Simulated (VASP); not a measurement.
# NaCl (Fm-3m) in VASP: a series of runs

Aim: see how the results for NaCl move with the level of theory and the settings. Levels: LDA, PBEsol. Tasks: single point.

Program: VASP 6.6.1. These are calculated values, not measurements. Logs are shortened: lines on timing, memory, paths and dates and some standing lists are left out, and cuts for length are marked.

## Step 1: The cell of the first run

The structure is cubic, space group Fm-3m (No. 225). Conventional cell: a = 5.464 Å, b = 5.464 Å, c = 5.464 Å, α = 90.00°, β = 90.00°, γ = 90.00°. Na (site symmetry m-3m) has 6 Cl at 2.73 Å within 3.6 Å. Cl (site symmetry m-3m) has 6 Na at 2.73 Å within 3.6 Å.

## Step 2: Single point, LDA

Input file INCAR:

```
  ALGO = Normal
  EDIFF = 1E-7
  ENCUT = 520
  GGA = CA
  ISIF = 2
  ISMEAR = -1
  LASPH = T
  LCHARG = F
  LREAL = F
  LWAVE = F
  NBANDS = 14
  NELM = 60
  PREC = Accurate
  SIGMA = 0.02
```

Input file KPOINTS:

```
k-points
0
Gamma
  8 8 8
```

Input file POSCAR:

```
NaCl
1.0
    0.0000000000      2.7322376453      2.7322376453
    2.7322376453      0.0000000000      2.7322376453
    2.7322376453      2.7322376453      0.0000000000
Na Cl
1 1
Direct
    0.0000000000      0.0000000000      0.0000000000
    0.5000000000      0.5000000000      0.5000000000
```

Potentials or basis: VASP PAW LDA potentials, release 64 (Na_pv, Cl).

The run is started by

```sh
> cat potpaw_LDA.64/Na_pv/POTCAR potpaw_LDA.64/Cl/POTCAR > POTCAR
> mpirun -np 1 vasp_std > vasp.out
```

OUTCAR:

```text
EDIFF = 1E-7
   ENCUT = 520
   GGA = CA
   ISIF = 2
   ISMEAR = -1
   LASPH = T
   LREAL = F
   NELM = 60
   PREC = Accurate

 ion  position               nearest neighbor table
   1  0.000  0.000  0.000-
   2  0.500  0.500  0.500-

  LATTYP: Found a face centered cubic cell.
 ALAT       =     5.4644752906

  Lattice vectors:

 A1 = (   0.0000000000,   2.7322376453,   2.7322376453)
 A2 = (   2.7322376453,   0.0000000000,   2.7322376453)
 A3 = (   2.7322376453,   2.7322376453,   0.0000000000)

Analysis of symmetry for initial positions (statically):
=====================================================================
 Subroutine PRICEL returns:
 Original cell was already a primitive cell.

 Routine SETGRP: Setting up the symmetry group for a
 face centered cubic supercell.

 Subroutine GETGRP returns: Found 48 space group operations
 (whereof 48 operations were pure point group operations)
 out of a pool of 48 trial point group operations.

The static configuration has the point symmetry O_h .

Analysis of symmetry for dynamics (positions and initial velocities):
=====================================================================
 Subroutine PRICEL returns:
 Original cell was already a primitive cell.

 Routine SETGRP: Setting up the symmetry group for a
 face centered cubic supercell.

 Subroutine GETGRP returns: Found 48 space group operations
 (whereof 48 operations were pure point group operations)
 out of a pool of 48 trial point group operations.

The dynamic configuration has the point symmetry O_h .

 Subroutine INISYM returns: Found 48 space group operations
 (whereof 48 operations are pure point group operations),
 and found     1 'primitive' translations

----------------------------------------------------------------------------------------

                                     Primitive cell

  volume of cell :      40.7930

  direct lattice vectors                    reciprocal lattice vectors
     0.000000000  2.732237645  2.732237645    -0.183000187  0.183000187  0.183000187
     2.732237645  0.000000000  2.732237645     0.183000187 -0.183000187  0.183000187
     2.732237645  2.732237645  0.000000000     0.183000187  0.183000187 -0.183000187

  length of vectors
     3.863967534  3.863967534  3.863967534     0.316965622  0.316965622  0.316965622

  position of ions in fractional coordinates (direct lattice)
     0.000000000  0.000000000  0.000000000
     0.500000000  0.500000000  0.500000000

  ion indices of the primitive-cell ions
   primitive index   ion index
                 1           1
                 2           2

----------------------------------------------------------------------------------------

 KPOINTS: k-points

Automatic generation of k-mesh.
 Grid dimensions read from file:
 generate k-points for:    8    8    8

 Generating k-lattice:

  Cartesian coordinates                     Fractional coordinates (reciprocal lattice)
    -0.022875023  0.022875023  0.022875023     0.125000000  0.000000000  0.000000000
     0.022875023 -0.022875023  0.022875023     0.000000000  0.125000000  0.000000000
     0.022875023  0.022875023 -0.022875023     0.000000000  0.000000000  0.125000000

  Length of vectors
     0.039620703  0.039620703  0.039620703

  Shift w.r.t. Gamma in fractional coordinates (k-lattice)
     0.000000000  0.000000000  0.000000000

 Subroutine IBZKPT returns following result:
 ===========================================

 Found     29 irreducible k-points:

 Following reciprocal coordinates:
            Coordinates               Weight
  0.000000  0.000000  0.000000      1.000000
  0.125000  0.000000  0.000000      8.000000
  0.250000  0.000000  0.000000      8.000000
  0.375000  0.000000  0.000000      8.000000
  0.500000  0.000000  0.000000      4.000000
  0.125000  0.125000  0.000000      6.000000
[... 16 lines left out ...]
  0.500000  0.250000  0.125000     48.000000
 -0.375000  0.250000  0.125000     24.000000
 [... further k-points ...]
   k-points           NKPTS =     29   k-points in BZ     NKDIM =     29   number of bands    NBANDS=     14
   number of dos      NEDOS =    301   number of ions     NIONS =      2
   total plane-waves  NPLWV =  27000
   dimension x,y,z NGX =    30 NGY =   30 NGZ =   30
   dimension x,y,z NGXF=    60 NGYF=   60 NGZF=   60
   ions per type =               1   1
   NGX,Y,Z   is equivalent  to a cutoff of  12.91, 12.91, 12.91 a.u.
   NGXF,Y,Z  is equivalent  to a cutoff of  25.81, 25.81, 25.81 a.u.
 SYSTEM =  unknown system
   PREC   = accura    normal or accurate (medium, high low for compatibility)
   ISTART =      0    job   : 0-new  1-cont  2-samecut
   ICHARG =      2    charge: 1-file 2-atom 10-const
   ISPIN  =      1    spin polarized calculation?
   LNONCOLLINEAR =      F non collinear calculations
   LSORBIT =      F    spin-orbit coupling
   LASPH  =      T    aspherical Exc in radial PAW
   ENCUT  =  520.0 eV  38.22 Ry    6.18 a.u.   7.18  7.18  7.18*2*pi/ulx,y,z
   NELM   =     60;   NELMIN=  2; NELMDL= -5     # of ELM steps
   EDIFF  = 0.1E-06   stopping-criterion for ELM
   LREAL  =      F    real-space projection
   EDIFFG = 0.1E-05   stopping-criterion for IOM
   NSW    =      0    number of steps for IOM
   IBRION =     -1    ionic relax: 0-MD 1-quasi-New 2-CG
   NFREE  =      0    steps in history (QN), initial steepest desc. (CG)
   ISIF   =      2    stress and relaxation
   ISYM   =      2    0-nonsym 1-usesym 2-fastsym
   POTIM  = 0.5000    time-step for ionic-motion
   TEBEG  =    0.0;   TEEND  =   0.0 temperature during run
   PSTRESS=    0.0 pullay stress
   NELECT =      14.0000    total number of electrons
   NUPDOWN=      -1.0000    fix difference up-down
   EMIN   =  10.00;   EMAX   =-10.00  energy-range for DOS
   EFERMI =   0.00;   METHOD = LEGACY
   ISMEAR =    -1;   SIGMA  =   0.02  broadening in eV -4-tet -1-fermi 0-gaus
   EFERMI_NEDOS =   21; number of points for ismear=-14 and -15
   IALGO  =     38    algorithm
   IMIX   =      4    mixing-type and parameters
     AMIX     =   0.40;   BMIX     =  1.00
     AMIX_MAG =   1.60;   BMIX_MAG =  1.00
  volume/ion in A,a.u.               =      20.40       137.64
  Fermi-wavevector in a.u.,A,eV,Ry     =   1.146188  2.165981 17.874600  1.313746
  Thomas-Fermi vector in A             =   2.282873
   LORBIT       =      0    0 simple, 1 ext, 2 COOP (PROOUT), +10 PAW based schemes
   GGA     = CA    functional components
   LHFCALC =     F    Hartree Fock is set to
   AEXX    =    0.0000 exact exchange contribution
   IVDW    =     0    specifies the selected vdW correction
   LEPSILON=     F    determine dielectric tensor
   LRPA    =     F    only Hartree local field effects (RPA)
 non-spin polarized calculation
  energy-cutoff  :      520.00
  volume of cell :       40.79
 maximum number of plane-waves:      1121
 NGX is ok and might be reduce to    30
   NGX = 15   NGY = 15   NGZ = 15

 number of electron      13.9999993 magnetization

 Free energy of the ion-electron system (eV)
  ---------------------------------------------------
  ext. energy  EPLUGINS =         0.00000000
  ---------------------------------------------------
  free energy    TOTEN  =        -7.38920257 eV

  energy without entropy =       -7.38920257  energy(sigma->0) =       -7.38920257

 E-fermi :   0.0653     XC(G=0):  -9.1376

 val. band max:       -0.3581141822   @ k =   0.0000   0.0000   0.0000
 cond. band min:       4.7223267688   @ k =   0.0000   0.0000   0.0000
 fundamental gap:      5.0804409510
 Fermi energy:         0.0652654004

 k-point     1 :       0.0000    0.0000    0.0000
  band No.  band energies     occupation
      1     -20.9858      2.00000
      2     -20.9858      2.00000
      3     -20.9858      2.00000
      4     -13.1817      2.00000
      5      -0.3581      2.00000
      6      -0.3581      2.00000
      7      -0.3581      2.00000
      8       4.7223      0.00000
      9      10.5713      0.00000
     10      10.5713      0.00000
     11      10.5713      0.00000
     12      12.9287      0.00000
     13      12.9287      0.00000
     14      14.4567      0.00000

 k-point     2 :       0.1250    0.0000    0.0000
  band No.  band energies     occupation
      1     -20.9931      2.00000
      2     -20.9863      2.00000
      3     -20.9863      2.00000
      4     -13.1171      2.00000
      5      -0.8140      2.00000
      6      -0.4104      2.00000
      7      -0.4104      2.00000
      8       5.2757      0.00000
      9      10.0143      0.00000
     10      10.7908      0.00000
     11      10.7908      0.00000
     12      12.6738      0.00000
     13      12.6738      0.00000
     14      15.5020      0.00000

 k-point     3 :       0.2500    0.0000    0.0000
  band No.  band energies     occupation
      1     -21.0104      2.00000
      2     -20.9875      2.00000
      3     -20.9875      2.00000
      4     -12.9552      2.00000
      5      -1.6960      2.00000
      6      -0.5316      2.00000
      7      -0.5316      2.00000
      8       6.2564      0.00000
      9       9.5662      0.00000
     10      10.9414      0.00000
     11      10.9414      0.00000
     12      12.9105      0.00000
     13      12.9105      0.00000
     14      15.5478      0.00000
[... 324 lines left out ...]
 k-point    23 :       0.5000    0.2500    0.1250
  band No.  band energies     occupation
      1     -21.0210      2.00000
      2     -20.9980      2.00000
      3     -20.9914      2.00000
      4     -12.7248      2.00000
      5      -2.2257      2.00000
      6      -1.2065      2.00000
      7      -0.8068      2.00000
      8       7.7993      0.00000
      9       9.2253      0.00000
     10       9.5044      0.00000
     11      11.6138      0.00000
     12      13.4987      0.00000
     13      16.0462      0.00000
     14      16.5720      0.00000

 k-point    24 :      -0.3750    0.2500    0.1250
  band No.  band energies     occupation
      1     -21.0246      2.00000
      2     -20.9988      2.00000
      3     -20.9927      2.00000
      4     -12.6710      2.00000
      5      -2.3679      2.00000
      6      -1.3030      2.00000
      7      -0.8712      2.00000
      8       7.8533      0.00000
      9       9.2163      0.00000
     10       9.9963      0.00000
     11      11.4146      0.00000
     12      14.1758      0.00000
     13      15.5772      0.00000
     14      16.7206      0.00000

 [... further k-points ...]

------------------------ aborting loop because EDIFF is reached ----------------------------------------

  FORCE on cell =-STRESS in cart. coord.  units (eV):
  Direction    XX          YY          ZZ          XY          YZ          ZX
  --------------------------------------------------------------------------------------
  -------------------------------------------------------------------------------------
  Total       -0.0010939     -0.0010939     -0.0010939      0.0000000     -0.0000000      0.0000000
  in kB       -0.0429626     -0.0429626     -0.0429626      0.0000000     -0.0000000      0.0000000
  external PRESSURE =      -0.0429626 kB  Pullay stress =       0.0000000 kB

 VOLUME and BASIS-vectors are now :
 -----------------------------------------------------------------------------
  energy-cutoff  :      520.00
  volume of cell :       40.79
      direct lattice vectors                 reciprocal lattice vectors
     0.000000000  2.732237645  2.732237645    -0.183000187  0.183000187  0.183000187
     2.732237645  0.000000000  2.732237645     0.183000187 -0.183000187  0.183000187
     2.732237645  2.732237645  0.000000000     0.183000187  0.183000187 -0.183000187

 POSITION                                       TOTAL-FORCE (eV/Angst)
 -----------------------------------------------------------------------------------
      0.00000      0.00000      0.00000         0.000000      0.000000      0.000000
      2.73224      2.73224      2.73224        -0.000000     -0.000000     -0.000000
 -----------------------------------------------------------------------------------
    total drift:                               -0.000000      0.000000      0.000000

  FREE ENERGIE OF THE ION-ELECTRON SYSTEM (eV)
  ---------------------------------------------------
  free  energy   TOTEN  =        -7.3892025722 eV

  energy  without entropy=       -7.3892025722  energy(sigma->0) =       -7.38920257
```

Wall time 10 s (1 thread of Intel Xeon 6975P-C (Granite Rapids), shared host); peak memory 0.14 GiB.

What came out:

* Free energy: -7.3892 eV
* Pressure: 0.0 GPa
* Band gap on the k mesh: 5.08 eV

(Continued in part 2 of 2.)
